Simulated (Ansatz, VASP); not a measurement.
One calculation of Si, two programs

File INCAR:

```
  PREC = Accurate
  ENCUT = 400
  EDIFF = 1E-6
  ISMEAR = 0
  SIGMA = 0.05
  LREAL = F
  LASPH = T
  NELM = 120
  ALGO = Normal
  ISIF = 2
  LWAVE = F
  LCHARG = T
  LDIPOL = T
  IDIPOL = 3
  DIPOL = 0.5 0.5 0.283
  GGA = PS
  LELF = T
  LVHAR = T
  LVACPOTAV = T
  NBANDS = 36
  GGA_COMPAT = F
  NELMDL = -8
```

Contents of KPOINTS:

```
Automatic mesh
0
Gamma
  4 5 1
```

File POSCAR:

```
Si
1.0
    7.6832158184      0.0000000000      0.0000000000
    0.0000000000      5.4328540065      0.0000000000
    0.0000000000      0.0000000000     20.6622304524
Si
12
Direct
    0.2500000000      0.0000000000      0.1935899422
    0.7500000000      0.0000000000      0.1935899422
    0.0000000000      0.2500000000      0.1935899422
    0.5000000000      0.2500000000      0.1935899422
    0.0000000000      0.5047391769      0.2835180875
    0.5000000000      0.5047391769      0.2835180875
    0.2500000000      0.7452608231      0.2835180875
    0.7500000000      0.7452608231      0.2835180875
    0.2500000000      0.0100686080      0.3708326877
    0.7500000000      0.0100686080      0.3708326877
    0.0000000000      0.2399313920      0.3708326877
    0.5000000000      0.2399313920      0.3708326877
```

Input for Ansatz:

```yaml
crystal:
  lattice:
    - [7.6832158184, 0.0, 0.0]
    - [0.0, 5.4328540065, 0.0]
    - [0.0, 0.0, 20.6622304524]
  atoms:
    - { symbol: Si, position: [0.25, 0.0, 0.1935899422] }
    - { symbol: Si, position: [0.75, 0.0, 0.1935899422] }
    - { symbol: Si, position: [0.0, 0.25, 0.1935899422] }
    - { symbol: Si, position: [0.5, 0.25, 0.1935899422] }
    - { symbol: Si, position: [0.0, 0.5047391769, 0.2835180875] }
    - { symbol: Si, position: [0.5, 0.5047391769, 0.2835180875] }
    - { symbol: Si, position: [0.25, 0.7452608231, 0.2835180875] }
    - { symbol: Si, position: [0.75, 0.7452608231, 0.2835180875] }
    - { symbol: Si, position: [0.25, 0.010068608, 0.3708326877] }
    - { symbol: Si, position: [0.75, 0.010068608, 0.3708326877] }
    - { symbol: Si, position: [0.0, 0.239931392, 0.3708326877] }
    - { symbol: Si, position: [0.5, 0.239931392, 0.3708326877] }
basis:
  ecutwfc: 420
kpoints:
  mp_grid: { grid: [4, 5, 1] }
hamiltonian:
  xc: pbesol
  pseudopotentials: { kind: paw, azcp: { folder: soft_1 } }
scf:
  occupations: { method: gaussian, width: 0.05 }
output:
  forces: true
  eigenvalues: true
efield:
  axis: 3
  dipole_correction: true
  ramp_width: 0.04
```

Alike in both runs: task single point; functional PBEsol; k mesh 4 × 5 × 1; occupations gaussian, width 0.05 eV; no spin polarisation.

|  | VASP | Ansatz |
| --- | --- | --- |
| version | VASP 6.6.1 | Ansatz 0.2.0 |
| potentials or method | VASP PAW PBE potentials, release 64 (Si), cutoff 400 eV | scalar-relativistic, plane waves, PAW |
| valence electrons in the cell | 48 | 48 |

|  | VASP | Ansatz | Ansatz less VASP |
| --- | --- | --- | --- |
| gap on the k mesh at the Fermi level (eV) | none | none | - |
| rms of the force components (eV/Å) | 0.209 | 0.210 | +0.0007 |
| work function, face that differs most (eV) | 4.81 | 4.81 | -0.002 |

VASP's potentials were made for PBE, not for PBEsol, and Ansatz warns of the same on its side. Atom by atom the forces differ by 0.004 eV/Å (rms over components). A gap of «none» marks a metal or a gap that the smearing closes.
